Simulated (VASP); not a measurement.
# InSe (P6_3/mmc) in VASP: notebook

The runs below take InSe through single point, with PBE.

Program: VASP 6.6.1. These are calculated values, not measurements. Logs are shortened: lines on timing, memory, paths and dates and some standing lists are left out, and cuts for length are marked.

### Step 1. The cell of the first run

Symmetry: P6_3/mmc, No. 194, hexagonal system. The conventional cell has a = 4.050 Å, b = 4.050 Å, c = 16.591 Å, α = 90.00°, β = 90.00°, γ = 120.00°. Within 3.5 Å of In (site symmetry 3m) lie 3 Se at 2.66 Å and 1 In at 2.79 Å. Se (site symmetry 3m) has 3 In at 2.66 Å within 3.5 Å.

### Step 2. Single point, PBE (z stretched by -2 %, then relaxed in part)

INCAR reads:

```
SYSTEM = InSe
PREC     = Accurate       ! precision mode
ENCUT    = 520            ! plane-wave cutoff, eV
EDIFF    = 1E-6           ! SCF threshold, eV
ISMEAR   = -1             ! smearing method
SIGMA    = 0.05           ! smearing width, eV
LREAL    = .False.        ! projectors in reciprocal space
LASPH    = .True.         ! aspherical terms in the spheres
NELM     = 100            ! most SCF steps
ALGO     = Normal         ! electronic algorithm
ISIF     = 2              ! what is computed and relaxed
LWAVE    = .False.        ! write WAVECAR
LCHARG   = .False.        ! write CHGCAR
GGA      = PE             ! functional
NBANDS   = 48             ! bands
```

KPOINTS reads:

```
Automatic mesh
0
Gamma
  13 13 3
  0 0 0
```

POSCAR reads:

```
InSe
1.0
    4.0499987506      0.0000000000      0.0000000000
   -2.0249993753      3.5074018033      0.0000000000
    0.0000000000      0.0000000000     16.5914000000
In Se
4 4
Direct
    0.3333333333      0.6666666667      0.1659397059
    0.6666666667      0.3333333333      0.6659397059
    0.3333333333      0.6666666667      0.3340602941
    0.6666666667      0.3333333333      0.8340602941
    0.3333333333      0.6666666667      0.5893066633
    0.6666666667      0.3333333333      0.0893066633
    0.3333333333      0.6666666667      0.9106933367
    0.6666666667      0.3333333333      0.4106933367
```

Potentials or basis: VASP PAW PBE potentials, release 64 (In_d, Se).

Started as:

```sh
cat potpaw_PBE.64/In_d/POTCAR potpaw_PBE.64/Se/POTCAR > POTCAR
mpirun -np 1 vasp_std > vasp.out
```

OUTCAR:

```text
SYSTEM = InSe
   PREC = Accurate
   ENCUT = 520
   EDIFF = 1E-6
   ISMEAR = -1
   LREAL = .False.
   LASPH = .True.
   NELM = 100
   ISIF = 2
   GGA = PE

 ion  position               nearest neighbor table
   1  0.333  0.667  0.166-   6 2.66   6 2.66   6 2.66   3 2.79
   2  0.667  0.333  0.666-   5 2.66   5 2.66   5 2.66   4 2.79
   3  0.333  0.667  0.334-   8 2.66   8 2.66   8 2.66   1 2.79
   4  0.667  0.333  0.834-   7 2.66   7 2.66   7 2.66   2 2.79
   5  0.333  0.667  0.589-   2 2.66   2 2.66   2 2.66
   6  0.667  0.333  0.089-   1 2.66   1 2.66   1 2.66
   7  0.333  0.667  0.911-   4 2.66   4 2.66   4 2.66
   8  0.667  0.333  0.411-   3 2.66   3 2.66   3 2.66

  LATTYP: Found a hexagonal cell.
 ALAT       =     4.0499987506
 C/A-ratio  =     4.0966432391

  Lattice vectors:

 A1 = (   4.0499987506,   0.0000000000,   0.0000000000)
 A2 = (  -2.0249993753,   3.5074018033,   0.0000000000)
 A3 = (   0.0000000000,   0.0000000000,  16.5914000000)

Analysis of symmetry for initial positions (statically):
=====================================================================
 Subroutine PRICEL returns:
 Original cell was already a primitive cell.

 Routine SETGRP: Setting up the symmetry group for a
 hexagonal supercell.

 Subroutine GETGRP returns: Found 24 space group operations
 (whereof 12 operations were pure point group operations)
 out of a pool of 24 trial point group operations.

The static configuration has the point symmetry D_3d.
 The point group associated with its full space group is D_6h.

Analysis of symmetry for dynamics (positions and initial velocities):
=====================================================================
 Subroutine PRICEL returns:
 Original cell was already a primitive cell.

 Routine SETGRP: Setting up the symmetry group for a
 hexagonal supercell.

 Subroutine GETGRP returns: Found 24 space group operations
 (whereof 12 operations were pure point group operations)
 out of a pool of 24 trial point group operations.

The dynamic configuration has the point symmetry D_3d.
 The point group associated with its full space group is D_6h.

 Subroutine INISYM returns: Found 24 space group operations
 (whereof 12 operations are pure point group operations),
 and found     1 'primitive' translations

----------------------------------------------------------------------------------------

                                     Primitive cell

  volume of cell :     235.6804

  direct lattice vectors                    reciprocal lattice vectors
     4.049998751  0.000000000  0.000000000     0.246913656  0.142555666  0.000000000
    -2.024999375  3.507401803  0.000000000     0.000000000  0.285111332  0.000000000
     0.000000000  0.000000000 16.591400000     0.000000000  0.000000000  0.060272189

  length of vectors
     4.049998751  4.049998751 16.591400000     0.285111332  0.285111332  0.060272189

  position of ions in fractional coordinates (direct lattice)
     0.333333333  0.666666667  0.165939706
     0.666666667  0.333333333  0.665939706
     0.333333333  0.666666667  0.334060294
     0.666666667  0.333333333  0.834060294
     0.333333333  0.666666667  0.589306663
     0.666666667  0.333333333  0.089306663
     0.333333333  0.666666667  0.910693337
     0.666666667  0.333333333  0.410693337

  ion indices of the primitive-cell ions
   primitive index   ion index
                 1           1
                 2           2
                 3           3
                 4           4
                 5           5
                 6           6
                 7           7
                 8           8

----------------------------------------------------------------------------------------

 KPOINTS: Automatic mesh

Automatic generation of k-mesh.
 Grid dimensions read from file:
 generate k-points for:   13   13    3

 Generating k-lattice:

  Cartesian coordinates                     Fractional coordinates (reciprocal lattice)
     0.018993358  0.010965820  0.000000000     0.076923077  0.000000000  0.000000000
     0.000000000  0.021931641  0.000000000     0.000000000  0.076923077  0.000000000
     0.000000000  0.000000000  0.020090730     0.000000000  0.000000000  0.333333333

  Length of vectors
     0.021931641  0.021931641  0.020090730

  Shift w.r.t. Gamma in fractional coordinates (k-lattice)
     0.000000000  0.000000000  0.000000000

 Subroutine IBZKPT returns following result:
 ===========================================

 Found     42 irreducible k-points:

 Following reciprocal coordinates:
            Coordinates               Weight
  0.000000  0.000000  0.000000      1.000000
  0.076923  0.000000  0.000000      6.000000
  0.153846 -0.000000  0.000000      6.000000
  0.230769  0.000000  0.000000      6.000000
  0.307692 -0.000000  0.000000      6.000000
  0.384615  0.000000  0.000000      6.000000
[... 16 lines left out ...]
  0.076923  0.000000  0.333333     12.000000
  0.153846 -0.000000  0.333333     12.000000
 [... further k-points ...]
   k-points           NKPTS =     42   k-points in BZ     NKDIM =     42   number of bands    NBANDS=     48
   number of dos      NEDOS =    301   number of ions     NIONS =      8
   total plane-waves  NPLWV = 113400
   dimension x,y,z NGX =    30 NGY =   30 NGZ =  126
   dimension x,y,z NGXF=    60 NGYF=   60 NGZF=  252
   ions per type =               4   4
   NGX,Y,Z   is equivalent  to a cutoff of  12.31, 12.31, 12.63 a.u.
   NGXF,Y,Z  is equivalent  to a cutoff of  24.63, 24.63, 25.25 a.u.
 SYSTEM =  InSe
   PREC   = accura    normal or accurate (medium, high low for compatibility)
   ISTART =      0    job   : 0-new  1-cont  2-samecut
   ICHARG =      2    charge: 1-file 2-atom 10-const
   ISPIN  =      1    spin polarized calculation?
   LNONCOLLINEAR =      F non collinear calculations
   LSORBIT =      F    spin-orbit coupling
   LASPH  =      T    aspherical Exc in radial PAW
   ENCUT  =  520.0 eV  38.22 Ry    6.18 a.u.   7.53  7.53 30.85*2*pi/ulx,y,z
   NELM   =    100;   NELMIN=  2; NELMDL= -5     # of ELM steps
   EDIFF  = 0.1E-05   stopping-criterion for ELM
   LREAL  =      F    real-space projection
   EDIFFG = 0.1E-04   stopping-criterion for IOM
   NSW    =      0    number of steps for IOM
   IBRION =     -1    ionic relax: 0-MD 1-quasi-New 2-CG
   NFREE  =      0    steps in history (QN), initial steepest desc. (CG)
   ISIF   =      2    stress and relaxation
   ISYM   =      2    0-nonsym 1-usesym 2-fastsym
   POTIM  = 0.5000    time-step for ionic-motion
   TEBEG  =    0.0;   TEEND  =   0.0 temperature during run
   PSTRESS=    0.0 pullay stress
   NELECT =      76.0000    total number of electrons
   NUPDOWN=      -1.0000    fix difference up-down
   EMIN   =  10.00;   EMAX   =-10.00  energy-range for DOS
   EFERMI =   0.00;   METHOD = LEGACY
   ISMEAR =    -1;   SIGMA  =   0.05  broadening in eV -4-tet -1-fermi 0-gaus
   EFERMI_NEDOS =   21; number of points for ismear=-14 and -15
   IALGO  =     38    algorithm
   IMIX   =      4    mixing-type and parameters
     AMIX     =   0.40;   BMIX     =  1.00
     AMIX_MAG =   1.60;   BMIX_MAG =  1.00
  volume/ion in A,a.u.               =      29.46       198.81
  Fermi-wavevector in a.u.,A,eV,Ry     =   1.122634  2.121471 17.147521  1.260307
  Thomas-Fermi vector in A             =   2.259295
   LORBIT       =      0    0 simple, 1 ext, 2 COOP (PROOUT), +10 PAW based schemes
   GGA     = PE    functional components
   LHFCALC =     F    Hartree Fock is set to
   AEXX    =    0.0000 exact exchange contribution
   IVDW    =     0    specifies the selected vdW correction
   LEPSILON=     F    determine dielectric tensor
   LRPA    =     F    only Hartree local field effects (RPA)
 non-spin polarized calculation
  energy-cutoff  :      520.00
  volume of cell :      235.68
 maximum number of plane-waves:      6389
 NGX is ok and might be reduce to    30
   NGX = 15   NGY = 15   NGZ = 61

 number of electron      76.0000013 magnetization

 Free energy of the ion-electron system (eV)
  ---------------------------------------------------
  ext. energy  EPLUGINS =         0.00000000
  ---------------------------------------------------
  free energy    TOTEN  =       -28.31316861 eV

  energy without entropy =      -28.31291229  energy(sigma->0) =      -28.31304045

 E-fermi :   4.2514     XC(G=0):  -8.8822

 val. band max:        4.0919407602   @ k =   0.0000   0.0000   0.0000
 cond. band min:       4.3318334609   @ k =   0.0000   0.0000   0.0000
 fundamental gap:      0.2398927007
 Fermi energy:         4.2514383371

 k-point     1 :       0.0000    0.0000    0.0000
  band No.  band energies     occupation
      1     -10.7605      2.00000
      2     -10.7594      2.00000
      3     -10.5710      2.00000
      4     -10.5710      2.00000
      5     -10.5705      2.00000
      6     -10.5705      2.00000
[... 40 lines left out ...]
     47       9.1328      0.00000
     48       9.3500      0.00000

 k-point     2 :       0.0769    0.0000    0.0000
  band No.  band energies     occupation
      1     -10.7601      2.00000
      2     -10.7590      2.00000
      3     -10.5926      2.00000
      4     -10.5894      2.00000
      5     -10.5702      2.00000
      6     -10.5697      2.00000
[... 40 lines left out ...]
     47       9.0056      0.00000
     48       9.2290      0.00000

 k-point     3 :       0.1538   -0.0000    0.0000
  band No.  band energies     occupation
      1     -10.7612      2.00000
      2     -10.7604      2.00000
      3     -10.6429      2.00000
      4     -10.6334      2.00000
      5     -10.5719      2.00000
      6     -10.5686      2.00000
[... 40 lines left out ...]
     47       8.4647      0.00000
     48       8.9954      0.00000

 k-point     4 :       0.2308    0.0000    0.0000
  band No.  band energies     occupation
      1     -10.7751      2.00000
      2     -10.7728      2.00000
      3     -10.6872      2.00000
      4     -10.6768      2.00000
      5     -10.6403      2.00000
      6     -10.6264      2.00000
[... 958 lines left out ...]
     47       9.3525      0.00000
     48       9.4320      0.00000

 k-point    23 :       0.0769    0.0000    0.3333
  band No.  band energies     occupation
      1     -10.7598      2.00000
      2     -10.7593      2.00000
      3     -10.5918      2.00000
      4     -10.5902      2.00000
      5     -10.5701      2.00000
      6     -10.5698      2.00000
[... 40 lines left out ...]
     47       9.1369      0.00000
     48       9.3419      0.00000

 k-point    24 :       0.1538   -0.0000    0.3333
  band No.  band energies     occupation
      1     -10.7610      2.00000
      2     -10.7606      2.00000
      3     -10.6408      2.00000
      4     -10.6361      2.00000
      5     -10.5690      2.00000
      6     -10.5684      2.00000
[... 40 lines left out ...]
     47       8.5992      0.00000
     48       8.8700      0.00000

 [... further k-points ...]

------------------------ aborting loop because EDIFF is reached ----------------------------------------

  FORCE on cell =-STRESS in cart. coord.  units (eV):
  Direction    XX          YY          ZZ          XY          YZ          ZX
  --------------------------------------------------------------------------------------
  -------------------------------------------------------------------------------------
  Total        2.3066954      2.3066954      3.2145695      0.0000000     -0.0000000      0.0000000
  in kB       15.6811314     15.6811314     21.8529443      0.0000000     -0.0000000      0.0000000
  external PRESSURE =      17.7384023 kB  Pullay stress =       0.0000000 kB

 VOLUME and BASIS-vectors are now :
 -----------------------------------------------------------------------------
  energy-cutoff  :      520.00
  volume of cell :      235.68
      direct lattice vectors                 reciprocal lattice vectors
     4.049998751  0.000000000  0.000000000     0.246913656  0.142555666  0.000000000
    -2.024999375  3.507401803  0.000000000     0.000000000  0.285111332  0.000000000
     0.000000000  0.000000000 16.591400000     0.000000000  0.000000000  0.060272189

 POSITION                                       TOTAL-FORCE (eV/Angst)
 -----------------------------------------------------------------------------------
     -0.00000      2.33827      2.75317         0.000000      0.000000      0.012039
      2.02500      1.16913     11.04887        -0.000000      0.000000      0.012039
     -0.00000      2.33827      5.54253         0.000000     -0.000000     -0.012039
      2.02500      1.16913     13.83823        -0.000000      0.000000     -0.012039
     -0.00000      2.33827      9.77742         0.000000     -0.000000     -0.012452
      2.02500      1.16913      1.48172        -0.000000      0.000000     -0.012452
     -0.00000      2.33827     15.10968         0.000000     -0.000000      0.012452
      2.02500      1.16913      6.81398        -0.000000      0.000000      0.012452
 -----------------------------------------------------------------------------------
    total drift:                               -0.000000      0.000000      0.000000

  FREE ENERGIE OF THE ION-ELECTRON SYSTEM (eV)
  ---------------------------------------------------
  free  energy   TOTEN  =       -28.3131686077 eV

  energy  without entropy=      -28.3129122920  energy(sigma->0) =      -28.31304045
```

Run time: 10 min. Hardware: 1 thread of AMD EPYC 7R43 (Zen 3), shared host; peak memory 0.5 GiB.

What came out:

- Free energy: -28.3132 eV
- Pressure: 1.8 GPa
- Largest force: 0.012 eV/Å
- Band gap on the k mesh: 0.24 eV

Forces on the atoms (eV/Å):
```
In   0.000  0.000  0.012
In   0.000  0.000  0.012
In   0.000  0.000 -0.012
In   0.000  0.000 -0.012
Se   0.000  0.000 -0.012
Se   0.000  0.000 -0.012
Se   0.000  0.000  0.012
Se   0.000  0.000  0.012
```

Levels at points of the mesh, in eV from the valence-band top:
| k point | band 36 | band 37 | band 38 | band 39 | band 40 | band 41 |
| --- | --- | --- | --- | --- | --- | --- |
| (0.00, 0.00, 0.00) | -1.19 | -1.19 | 0.00 | 0.24 | 1.65 | 1.99 |

Caveat: the cell differs from its parent crystal (z stretched by -2 %, then relaxed in part); spin-orbit coupling is left out, which moves the levels of the heavy elements; an odd mesh through Γ misses points on the zone boundary, where band edges can lie; this functional lacks dispersion, which binds the layers, so the pressure and a relaxed spacing across them are unreliable.

### Step 3. Single point, PBE (31.26 Å³/atom)

This run uses another cell than the first one, of 31.26 Å³/atom.

INCAR reads:

```
ALGO = Normal ; EDIFF = 1E-7
ENCUT = 520 ; GGA = PE
ISIF = 2 ; ISMEAR = -1
LASPH = T ; LCHARG = F
LREAL = F ; LWAVE = F
NBANDS = 48 ; NELM = 60
PREC = Accurate ; SIGMA = 0.05
```

KPOINTS reads:

```
k-points
0
Gamma
  13 13 3
```

POSCAR reads:

```
InSe
1.0
    4.1032943196      0.0000000000      0.0000000000
   -2.0516471598      3.5535571200      0.0000000000
    0.0000000000      0.0000000000     17.1527887067
In Se
4 4
Direct
    0.3333333333      0.6666666667      0.1679645549
    0.6666666667      0.3333333333      0.6679645549
    0.3333333333      0.6666666667      0.3320354451
    0.6666666667      0.3333333333      0.8320354451
    0.3333333333      0.6666666667      0.5947959560
    0.6666666667      0.3333333333      0.0947959560
    0.3333333333      0.6666666667      0.9052040440
    0.6666666667      0.3333333333      0.4052040440
```

Potentials or basis: VASP PAW PBE potentials, release 64 (In_d, Se).

Started as:

```sh
cat potpaw_PBE.64/In_d/POTCAR potpaw_PBE.64/Se/POTCAR > POTCAR
mpirun -np 1 vasp_std > vasp.out
```

It took 12 min on 1 thread of Intel Xeon Platinum 8259CL at 2.50GHz (Skylake/Cascade Lake), shared host; peak memory 0.6 GiB.

Results (log left out):

```yaml
Free_energy: -28.4145 eV
Pressure: 0.3 GPa
Largest_force: 0.013 eV/Å
Band_gap_on_the_k_mesh: 0.23 eV
```

Forces in eV/Å, atoms in the order of the input:
```
In   0.000  0.000  0.011
In   0.000  0.000  0.011
In   0.000  0.000 -0.011
In   0.000  0.000 -0.011
Se   0.000  0.000 -0.013
Se   0.000  0.000 -0.013
Se   0.000  0.000  0.013
Se   0.000  0.000  0.013
```

Stress tensor (GPa, compression positive):
```
0.10 0.00 0.00
0.00 0.10 0.00
0.00 0.00 0.79
```

Levels at points of the mesh, in eV from the valence-band top:
| k point | band 36 | band 37 | band 38 | band 39 | band 40 | band 41 |
| --- | --- | --- | --- | --- | --- | --- |
| (0.00, 0.00, 0.00) | -1.19 | -1.19 | 0.00 | 0.23 | 1.37 | 1.90 |

Caveat: spin-orbit coupling is left out, which moves the levels of the heavy elements; an odd mesh through Γ misses points on the zone boundary, where band edges can lie; this functional lacks dispersion, which binds the layers, so the pressure and a relaxed spacing across them are unreliable.
